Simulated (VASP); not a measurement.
# Cu (Fm-3m) in VASP: a series of runs

Runs on Cu. Level: LDA. Tasks: single point, relaxation of cell and atoms.

All numbers are computed with VASP 6.6.1; they aren't measurements. Logs are shortened: lines on timing, memory, paths and dates and some standing lists are left out, and cuts for length are marked.

## (1) The cell of the first run

Symmetry: Fm-3m, No. 225, cubic system. The conventional cell has a = 3.519 Å, b = 3.519 Å, c = 3.519 Å, α = 90.00°, β = 90.00°, γ = 90.00°. Cu (site symmetry m-3m) has 12 Cu at 2.49 Å within 3.3 Å.

## (2) Single point, LDA

Input file INCAR:

```
SYSTEM = Cu
  PREC = Accurate
  ENCUT = 520
  EDIFF = 1E-6
  ISMEAR = 0
  SIGMA = 0.1
  LREAL = .False.
  LASPH = .True.
  NELM = 80
  ALGO = Normal
  ISIF = 2
  LWAVE = .False.
  LCHARG = .False.
  GGA = CA
  NBANDS = 12
```

Input file KPOINTS:

```
Automatic mesh
0
Gamma
  16 16 16
  0 0 0
```

Input file POSCAR:

```
Cu
1.0
    0.0000000000      1.7593911016      1.7593911016
    1.7593911016      0.0000000000      1.7593911016
    1.7593911016      1.7593911016      0.0000000000
Cu
1
Direct
    0.0000000000      0.0000000000      0.0000000000
```

Potentials or basis: VASP PAW LDA potentials, release 64 (Cu).

Run with:

```
$ cat potpaw_LDA.64/Cu/POTCAR > POTCAR
$ mpirun -np 1 vasp_std > vasp.out
```

OUTCAR:

```text
SYSTEM = Cu
   PREC = Accurate
   ENCUT = 520
   EDIFF = 1E-6
   ISMEAR = 0
   LREAL = .False.
   LASPH = .True.
   NELM = 80
   ISIF = 2
   GGA = CA

 ion  position               nearest neighbor table
   1  0.000  0.000  0.000-

  LATTYP: Found a face centered cubic cell.
 ALAT       =     3.5187822032

  Lattice vectors:

 A1 = (   0.0000000000,   1.7593911016,   1.7593911016)
 A2 = (   1.7593911016,   0.0000000000,   1.7593911016)
 A3 = (   1.7593911016,   1.7593911016,   0.0000000000)

Analysis of symmetry for initial positions (statically):
=====================================================================
 Subroutine PRICEL returns:
 Original cell was already a primitive cell.

 Routine SETGRP: Setting up the symmetry group for a
 face centered cubic supercell.

 Subroutine GETGRP returns: Found 48 space group operations
 (whereof 48 operations were pure point group operations)
 out of a pool of 48 trial point group operations.

The static configuration has the point symmetry O_h .

Analysis of symmetry for dynamics (positions and initial velocities):
=====================================================================
 Subroutine PRICEL returns:
 Original cell was already a primitive cell.

 Routine SETGRP: Setting up the symmetry group for a
 face centered cubic supercell.

 Subroutine GETGRP returns: Found 48 space group operations
 (whereof 48 operations were pure point group operations)
 out of a pool of 48 trial point group operations.

The dynamic configuration has the point symmetry O_h .

 Subroutine INISYM returns: Found 48 space group operations
 (whereof 48 operations are pure point group operations),
 and found     1 'primitive' translations

----------------------------------------------------------------------------------------

                                     Primitive cell

  volume of cell :      10.8922

  direct lattice vectors                    reciprocal lattice vectors
     0.000000000  1.759391102  1.759391102    -0.284189229  0.284189229  0.284189229
     1.759391102  0.000000000  1.759391102     0.284189229 -0.284189229  0.284189229
     1.759391102  1.759391102  0.000000000     0.284189229  0.284189229 -0.284189229

  length of vectors
     2.488154757  2.488154757  2.488154757     0.492230183  0.492230183  0.492230183

  position of ions in fractional coordinates (direct lattice)
     0.000000000  0.000000000  0.000000000

  ion indices of the primitive-cell ions
   primitive index   ion index
                 1           1

----------------------------------------------------------------------------------------

 KPOINTS: Automatic mesh

Automatic generation of k-mesh.
 Grid dimensions read from file:
 generate k-points for:   16   16   16

 Generating k-lattice:

  Cartesian coordinates                     Fractional coordinates (reciprocal lattice)
    -0.017761827  0.017761827  0.017761827     0.062500000  0.000000000  0.000000000
     0.017761827 -0.017761827  0.017761827     0.000000000  0.062500000  0.000000000
     0.017761827  0.017761827 -0.017761827     0.000000000  0.000000000  0.062500000

  Length of vectors
     0.030764386  0.030764386  0.030764386

  Shift w.r.t. Gamma in fractional coordinates (k-lattice)
     0.000000000  0.000000000  0.000000000

 Subroutine IBZKPT returns following result:
 ===========================================

 Found    145 irreducible k-points:

 Following reciprocal coordinates:
            Coordinates               Weight
  0.000000  0.000000  0.000000      1.000000
  0.062500  0.000000  0.000000      8.000000
  0.125000  0.000000  0.000000      8.000000
  0.187500  0.000000  0.000000      8.000000
  0.250000  0.000000  0.000000      8.000000
  0.312500  0.000000  0.000000      8.000000
[... 16 lines left out ...]
 -0.125000  0.062500  0.000000     24.000000
 -0.062500  0.062500  0.000000     12.000000
 [... further k-points ...]
   k-points           NKPTS =    145   k-points in BZ     NKDIM =    145   number of bands    NBANDS=     12
   number of dos      NEDOS =    301   number of ions     NIONS =      1
   total plane-waves  NPLWV =   8000
   dimension x,y,z NGX =    20 NGY =   20 NGZ =   20
   dimension x,y,z NGXF=    40 NGYF=   40 NGZF=   40
   ions per type =               1
   NGX,Y,Z   is equivalent  to a cutoff of  13.36, 13.36, 13.36 a.u.
   NGXF,Y,Z  is equivalent  to a cutoff of  26.73, 26.73, 26.73 a.u.
 SYSTEM =  Cu
   PREC   = accura    normal or accurate (medium, high low for compatibility)
   ISTART =      0    job   : 0-new  1-cont  2-samecut
   ICHARG =      2    charge: 1-file 2-atom 10-const
   ISPIN  =      1    spin polarized calculation?
   LNONCOLLINEAR =      F non collinear calculations
   LSORBIT =      F    spin-orbit coupling
   LASPH  =      T    aspherical Exc in radial PAW
   ENCUT  =  520.0 eV  38.22 Ry    6.18 a.u.   4.63  4.63  4.63*2*pi/ulx,y,z
   NELM   =     80;   NELMIN=  2; NELMDL= -5     # of ELM steps
   EDIFF  = 0.1E-05   stopping-criterion for ELM
   LREAL  =      F    real-space projection
   EDIFFG = 0.1E-04   stopping-criterion for IOM
   NSW    =      0    number of steps for IOM
   IBRION =     -1    ionic relax: 0-MD 1-quasi-New 2-CG
   NFREE  =      0    steps in history (QN), initial steepest desc. (CG)
   ISIF   =      2    stress and relaxation
   ISYM   =      2    0-nonsym 1-usesym 2-fastsym
   POTIM  = 0.5000    time-step for ionic-motion
   TEBEG  =    0.0;   TEEND  =   0.0 temperature during run
   PSTRESS=    0.0 pullay stress
   NELECT =      11.0000    total number of electrons
   NUPDOWN=      -1.0000    fix difference up-down
   EMIN   =  10.00;   EMAX   =-10.00  energy-range for DOS
   EFERMI =   0.00;   METHOD = LEGACY
   ISMEAR =     0;   SIGMA  =   0.10  broadening in eV -4-tet -1-fermi 0-gaus
   EFERMI_NEDOS =   21; number of points for ismear=-14 and -15
   IALGO  =     38    algorithm
   IMIX   =      4    mixing-type and parameters
     AMIX     =   0.40;   BMIX     =  1.00
     AMIX_MAG =   1.60;   BMIX_MAG =  1.00
  volume/ion in A,a.u.               =      10.89        73.50
  Fermi-wavevector in a.u.,A,eV,Ry     =   1.642480  3.103837 36.704974  2.697739
  Thomas-Fermi vector in A             =   2.732775
   LORBIT       =      0    0 simple, 1 ext, 2 COOP (PROOUT), +10 PAW based schemes
   GGA     = CA    functional components
   LHFCALC =     F    Hartree Fock is set to
   AEXX    =    0.0000 exact exchange contribution
   IVDW    =     0    specifies the selected vdW correction
   LEPSILON=     F    determine dielectric tensor
   LRPA    =     F    only Hartree local field effects (RPA)
 non-spin polarized calculation
 Gauss-broadening in eV      SIGMA  =   0.10
  energy-cutoff  :      520.00
  volume of cell :       10.89
 maximum number of plane-waves:       304
   NGX =  9   NGY =  9   NGZ =  9

 number of electron      10.9999998 magnetization

 Free energy of the ion-electron system (eV)
  ---------------------------------------------------
  ext. energy  EPLUGINS =         0.00000000
  ---------------------------------------------------
  free energy    TOTEN  =        -4.70799039 eV

  energy without entropy =       -4.70649587  energy(sigma->0) =       -4.70724313

 E-fermi :   8.3714     XC(G=0): -13.5819

 val. band max:        8.3580351101   @ k =   0.5000   0.1875   0.0625
 cond. band min:       8.4413512084   @ k =   0.5000   0.3125   0.1250
 fundamental gap:      0.0833160983
 Fermi energy:         8.3714185162

 k-point     1 :       0.0000    0.0000    0.0000
  band No.  band energies     occupation
      1      -1.5837      2.00000
      2       5.0671      2.00000
      3       5.0671      2.00000
      4       5.0671      2.00000
      5       6.0167      2.00000
      6       6.0167      2.00000
      7      31.7162      0.00000
      8      34.8336      0.00000
      9      34.8336      0.00000
     10      34.8336      0.00000
     11      37.4521      0.00000
     12      37.4521      0.00000

 k-point     2 :       0.0625    0.0000    0.0000
  band No.  band energies     occupation
      1      -1.4329      2.00000
      2       5.0325      2.00000
      3       5.0976      2.00000
      4       5.0976      2.00000
      5       6.0044      2.00000
      6       6.0044      2.00000
      7      30.9539      0.00000
      8      33.1774      0.00000
      9      34.3909      0.00000
     10      34.3909      0.00000
     11      38.0936      0.00000
     12      38.0936      0.00000

 k-point     3 :       0.1250    0.0000    0.0000
  band No.  band energies     occupation
      1      -0.9876      2.00000
      2       4.9413      2.00000
      3       5.1733      2.00000
      4       5.1733      2.00000
      5       5.9826      2.00000
      6       5.9826      2.00000
      7      28.0964      0.00000
      8      32.5095      0.00000
      9      33.6266      0.00000
     10      33.6266      0.00000
     11      39.3206      0.00000
     12      39.3234      0.00000
[... 286 lines left out ...]
 k-point    23 :      -0.1250    0.0625    0.0000
  band No.  band energies     occupation
      1      -0.6481      2.00000
      2       4.8611      2.00000
      3       5.2312      2.00000
      4       5.2318      2.00000
      5       5.8824      2.00000
      6       6.0698      2.00000
      7      27.0763      0.00000
      8      29.8758      0.00000
      9      33.8344      0.00000
     10      35.3890      0.00000
     11      37.6935      0.00000
     12      38.4345      0.00000

 k-point    24 :      -0.0625    0.0625    0.0000
  band No.  band energies     occupation
      1      -1.1839      2.00000
      2       4.9691      2.00000
      3       5.1418      2.00000
      4       5.1571      2.00000
      5       5.9440      2.00000
      6       6.0315      2.00000
      7      29.8975      0.00000
      8      31.2038      0.00000
      9      33.7516      0.00000
     10      35.4044      0.00000
     11      37.6405      0.00000
     12      38.2397      0.00000

 [... further k-points ...]
[... 5 lines left out ...]
  --------------------------------------------------------------------------------------
  -------------------------------------------------------------------------------------
  Total        0.0633584      0.0633584      0.0633584     -0.0000000     -0.0000000     -0.0000000
  in kB        9.3196066      9.3196066      9.3196066     -0.0000000     -0.0000000     -0.0000000
  external PRESSURE =       9.3196066 kB  Pullay stress =       0.0000000 kB

 VOLUME and BASIS-vectors are now :
 -----------------------------------------------------------------------------
  energy-cutoff  :      520.00
  volume of cell :       10.89
      direct lattice vectors                 reciprocal lattice vectors
     0.000000000  1.759391102  1.759391102    -0.284189229  0.284189229  0.284189229
     1.759391102  0.000000000  1.759391102     0.284189229 -0.284189229  0.284189229
     1.759391102  1.759391102  0.000000000     0.284189229  0.284189229 -0.284189229

 POSITION                                       TOTAL-FORCE (eV/Angst)
 -----------------------------------------------------------------------------------
      0.00000      0.00000      0.00000        -0.000000      0.000000     -0.000000
 -----------------------------------------------------------------------------------
    total drift:                                0.000000      0.000000      0.000000

  FREE ENERGIE OF THE ION-ELECTRON SYSTEM (eV)
  ---------------------------------------------------
  free  energy   TOTEN  =        -4.7079903920 eV

  energy  without entropy=       -4.7064958711  energy(sigma->0) =       -4.70724313
```

It took 13 s on 1 thread of Intel Xeon Platinum 8259CL at 2.50GHz (Skylake/Cascade Lake), shared host; peak memory 0.13 GiB.

Results:

| Item | Value |
| --- | --- |
| Free energy | -4.7080 eV |
| Pressure | 0.9 GPa |

## (3) Single point, LDA

Input file INCAR:

```
ALGO = Fast ; EDIFF = 1E-6
ENCUT = 520 ; ISIF = 2
ISMEAR = -1 ; LASPH = T
LCHARG = F ; LREAL = F
LWAVE = F ; NBANDS = 12
NELM = 100 ; PREC = Accurate
SIGMA = 0.15
```

Input file KPOINTS:

```
k-points
0
Gamma
  16 16 16
```

POSCAR is that of step 2.

Potentials or basis: VASP PAW LDA potentials, release 64 (Cu).

Run with:

```
$ cat potpaw_LDA.64/Cu/POTCAR > POTCAR
$ mpirun -np 1 vasp_std > vasp.out
```

Wall time 20 s (1 thread of Intel Xeon Platinum 8259CL at 2.50GHz (Skylake/Cascade Lake), shared host); peak memory 0.13 GiB.

Results (log left out):

```yaml
Free_energy: -4.7183 eV
Pressure: 1.2 GPa
```

Levels at points of the mesh, in eV from the Fermi level:
```
           k point  band 2  band 3  band 4  band 5  band 6  band 7  band 8  band 9  band 10  band 11
(0.00, 0.00, 0.00)   -3.34   -3.34   -3.34   -2.39   -2.39   23.32   26.43   26.43    26.43    29.05
(0.50, 0.00, 0.00)   -3.37   -3.37   -1.75   -1.75   -1.22    4.14   21.79   23.19    23.19    26.26
(0.50, 0.50, 0.00)   -4.92   -1.76   -1.59   -1.59    1.42    7.69   13.64   13.64    18.49    21.63
```

## (4) Relaxation of cell and atoms, LDA

Input file INCAR:

```
ALGO = Normal
EDIFF = 1E-6
EDIFFG = -0.001
ENCUT = 600
GGA = CA
IBRION = 2
ISIF = 3
ISMEAR = -1
LASPH = True
LCHARG = False
LREAL = False
LWAVE = False
NELM = 80
NSW = 80
PREC = Accurate
SIGMA = 0.15
```

KPOINTS is that of step 3.

POSCAR is that of step 3.

Run with:

```
$ cat potpaw_LDA.64/Cu/POTCAR > POTCAR
$ mpirun -np 1 vasp_std > vasp.out
```

Run time: 22 s. Hardware: 1 thread of Intel Xeon Platinum 8259CL at 2.50GHz (Skylake/Cascade Lake), shared host; peak memory 0.13 GiB.

It converged, with:

- Free energy: -4.7185 eV
- Relaxed volume: 10.95 Å³/atom
- Relaxed cell: a = 2.492 Å, b = 2.492 Å, c = 2.492 Å, α = 60.00°, β = 60.00°, γ = 60.00°
- Space group after relaxing (to 0.05 Å): Fm-3m (No. 225)
- Energy gained by relaxing: 0.2 meV/atom
- Ionic steps: 3
- Pressure after relaxing: 0.0 GPa

The path:
```
step  energy change (eV)  largest force (eV/Å)  pressure (GPa)  volume (Å³)
   1              0.0000                0.0000            0.96        10.89
   2             -0.0001                0.0000           -0.60        11.00
   3             -0.0002                0.0000           -0.01        10.95
```

Final structure:
```cif
data_structure
_symmetry_space_group_name_H-M 'P 1'
_symmetry_Int_Tables_number 1
_cell_length_a 2.4922
_cell_length_b 2.4922
_cell_length_c 2.4922
_cell_angle_alpha 60.000
_cell_angle_beta 60.000
_cell_angle_gamma 60.000
_cell_volume 10.95
loop_
_atom_site_label
_atom_site_type_symbol
_atom_site_fract_x
_atom_site_fract_y
_atom_site_fract_z
_atom_site_occupancy
Cu1 Cu 0.00000 0.00000 0.00000 1
```

Levels at points of the mesh, in eV from the Fermi level:
```csv
k point,band 4,band 5,band 6,band 7,band 8,band 9
"(0.00, 0.00, 0.00)",-3.32,-2.38,-2.38,23.28,26.35,26.35
"(0.50, 0.00, 0.00)",-1.74,-1.74,-1.21,4.12,21.76,23.11
"(0.50, 0.50, 0.00)",-1.58,-1.58,1.43,7.66,13.60,13.60
```

## (5) Relaxation of cell and atoms, LDA

Input file INCAR:

```
PREC = Accurate
ENCUT = 600
EDIFF = 1E-6
ISMEAR = 0
SIGMA = 0.1
LREAL = F
LASPH = T
NELM = 100
ALGO = Normal
ISIF = 3
LWAVE = F
LCHARG = F
IBRION = 2
NSW = 100
EDIFFG = -0.002
```

Input file KPOINTS:

```
Automatic mesh
0
Gamma
  16 16 16
```

Input file POSCAR:

```
Cu
1.0
    0.0000000000      1.7598111920      1.7598111920
    1.7598111920      0.0000000000      1.7598111920
    1.7598111920      1.7598111920      0.0000000000
Cu
1
Direct
    0.0000000000      0.0000000000      0.0000000000
```

Run with:

```
$ cat potpaw_LDA.64/Cu/POTCAR > POTCAR
$ mpirun -np 1 vasp_std > vasp.out
```

Run time: 21 s. Hardware: 1 thread of Intel Xeon Platinum 8259CL at 2.50GHz (Skylake/Cascade Lake), shared host; peak memory 0.13 GiB.

It converged, with:

```yaml
Free_energy: -4.7082 eV
Relaxed_volume: 10.95 Å³/atom
Relaxed_cell: a = 2.492 Å, b = 2.492 Å, c = 2.492 Å, α = 60.00°, β = 60.00°, γ = 60.00°
Space_group_after_relaxing_to_0.05_Å: Fm-3m (No. 225)
Energy_gained_by_relaxing: 0.1 meV/atom
Ionic_steps: 3
Pressure_after_relaxing: 0.0 GPa
```

Step by step:
```
step  energy change (eV)  largest force (eV/Å)  pressure (GPa)  volume (Å³)
   1              0.0000                0.0000            0.84        10.90
   2              0.0000                0.0000           -0.54        10.99
   3             -0.0001                0.0000           -0.01        10.95
```

Final structure:
```xyz
1
Lattice="0.0000 1.7623 1.7623 1.7623 0.0000 1.7623 1.7623 1.7623 0.0000" Properties=species:S:1:pos:R:3 pbc="T T T"
Cu    0.0000    0.0000    0.0000
```

Levels at points of the mesh, in eV from the Fermi level:
```csv
k point,band 3,band 4,band 5,band 6,band 7,band 8,band 9
"(0.00, 0.00, 0.00)",-3.29,-3.29,-2.34,-2.34,23.31,26.39,26.39
"(0.50, 0.00, 0.00)",-3.32,-1.70,-1.70,-1.18,4.15,21.79,23.15
"(0.50, 0.50, 0.00)",-1.72,-1.55,-1.55,1.46,7.69,13.63,13.63
```

## (6) Summary

```csv
task,cell,cutoff (eV),smearing,gap on the mesh (eV),pressure (GPa),relaxed volume (Å³/atom)
single point,"a = 2.488 Å, angles 60.0°, 1 atom",520,gaussian 0.1 eV,none,0.9,-
single point,"a = 2.488 Å, angles 60.0°, 1 atom",520,fermi-dirac 0.15 eV,none,1.2,-
relaxation of cell and atoms,"relaxed from a = 2.488 Å, angles 60.0°, 1 atom",600,fermi-dirac 0.15 eV,none,0.0,10.95
relaxation of cell and atoms,"relaxed from a = 2.489 Å, angles 60.0°, 1 atom",600,gaussian 0.1 eV,none,0.0,10.95
```

Alike in all rows: level LDA; potentials or basis VASP PAW LDA potentials, release 64 (Cu); no spin polarisation; k mesh 16 × 16 × 16.

Absolute energies hang on the potentials; compare differences alone.
